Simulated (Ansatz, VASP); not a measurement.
**Ba: VASP beside Ansatz**

```
Ba
1.0
    -2.50650    2.50650    2.50650
     2.50650   -2.50650    2.50650
     2.50650    2.50650   -2.50650
Ba
1
Direct
  0.00000 0.00000 0.00000
```

Alike in both runs: task relaxation of cell and atoms; functional PBEsol; dispersion D3(BJ); k mesh 8 × 8 × 8; occupations fermi-dirac, width 0.05 eV; no spin polarisation.

```csv
,VASP,Ansatz
version,VASP 6.6.1,Ansatz 0.2.0
potentials or method,"VASP PAW PBE potentials, release 64 (Ba_sv)",Ansatz PAW
plane-wave cutoff (eV),600,420
valence electrons in the cell,10,10
```

Ansatz gave:

| Quantity | Value |
| --- | --- |
| gap on the k mesh at the Fermi level, each at its own relaxed structure (eV) | none |
| relaxed volume (Å³/atom) | 53.09 |
| relaxed cell length with the largest relative difference (Å) | 4.101 |

Task: What did VASP give for the same quantities?

Result: gap on the k mesh at the Fermi level, each at its own relaxed structure (eV): none; relaxed volume (Å³/atom): 53.76; relaxed cell length with the largest relative difference (Å): 4.118.

VASP's potentials were made for PBE, not for PBEsol. A gap of «none» marks a metal or a gap that the smearing closes.

Spin-orbit coupling is off throughout. Noted on Ansatz's run: the volume moved by over 15 % at a fixed basis, so the end points are rough; the plane-wave basis is chosen anew once the cell has moved, so the energies of steps on either side of that aren't comparable.
